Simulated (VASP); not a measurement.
Input of a VASP 6.6.1 run:

The input INCAR:

```
PREC     = Accurate       # precision mode
ENCUT    = 520            # plane-wave cutoff, eV
EDIFF    = 1E-6           # SCF threshold, eV
ISMEAR   = -1             # smearing method
SIGMA    = 0.01           # smearing width, eV
LREAL    = Auto         
LASPH    = T              # aspherical terms in the spheres
NELM     = 80             # most SCF steps
ALGO     = Normal         # electronic algorithm
ISIF     = 2              # what is computed and relaxed
LWAVE    = F              # write WAVECAR
LCHARG   = F              # write CHGCAR
GGA      = PE             # functional
NBANDS   = 188            # bands
```

Contents of KPOINTS:

```
Automatic mesh
0
Gamma
  1 1 1
```

The input POSCAR:

```
La16CO24
1.0
    7.8811453700     -0.0000000600      0.0000000000
   -3.9405726400      6.8252721300      0.0000000000
    0.0000000000      0.0000000000     12.3757188400
La O C
16 24 1
Direct
    0.3394120851      0.1886674986      0.4000869011
    0.1564547061      0.3225468476      0.1287616518
    0.3307583123      0.1694518545      0.8736505038
    0.1632438607      0.3442356532      0.6267576131
    0.3339178300      0.6822835678      0.3723038685
    0.1502116140      0.8104374307      0.0998977123
    0.3324436919      0.6639169741      0.8792740156
    0.1609530158      0.8295553499      0.6263274966
    0.8429190744      0.1630465466      0.3746831243
    0.6512297357      0.3167799024      0.1276645842
    0.8266763337      0.1654684279      0.8769855020
    0.6680477381      0.3350389547      0.6206743301
    0.8331091688      0.6763576546      0.3712624745
    0.6790247364      0.8358033104      0.1252136559
    0.8186622554      0.6547523621      0.8731564719
    0.6607281138      0.8336281589      0.6230033261
    0.3182318928      0.1405117629      0.1991683903
    0.1700637447      0.3588245221      0.3265150132
   -0.0042526248      0.0094659962     -0.0005292622
    0.3302391715      0.1724987660      0.6685870216
    0.1615542457      0.3345449040      0.8187288457
   -0.0146537945     -0.0102601039      0.5004959373
    0.3329546352      0.6624562265      0.1603503623
    0.1769693103      0.8584759551      0.3008826435
   -0.0261794245      0.4753395816      0.0027166099
    0.3305516329      0.6697555691      0.6881459663
    0.1573203917      0.8265450669      0.8311854150
    0.0193928667      0.5332250395      0.5043143821
    0.8272598657      0.1675054163      0.1836999555
    0.6699812788      0.3364160427      0.3397225692
    0.5042954391      0.0152076032     -0.0042008065
    0.8310911998      0.1694816013      0.6752662296
    0.6601774670      0.3291883454      0.8118840715
    0.4886100607     -0.0164311354      0.5042633952
    0.8106671774      0.6402196082      0.1734749333
    0.6591584947      0.8315400370      0.3160437022
    0.4854135065      0.4656608511     -0.0042618938
    0.8265652572      0.6644262622      0.6812218433
    0.6612071043      0.8295102278      0.8249077999
    0.4982324997      0.5239544976      0.4970882160
    0.1317110700     -0.0004326556      0.2500152145
```

Potentials or basis: VASP PAW PBE potentials, release 64 (La, O, C).

Run with:

```console
$ cat potpaw_PBE.64/La/POTCAR potpaw_PBE.64/O/POTCAR potpaw_PBE.64/C/POTCAR > POTCAR
$ mpirun -np 1 vasp_gam > vasp.out
```

Task: Estimate the pressure.

Result: 1.7 GPa.

Task: Estimate the largest force.

Result: 0.163 eV/Å.

Task: Predict the band gap on the k mesh.

Result: 1.47 eV.

Stress tensor (GPa, compression positive):
```
1.55 0.00 0.00
0.00 2.11 1.00
0.00 1.00 1.38
```

Caveat: the k points lie up to 0.92 Å⁻¹ apart; spin-orbit coupling is left out, which moves the levels of the heavy elements.
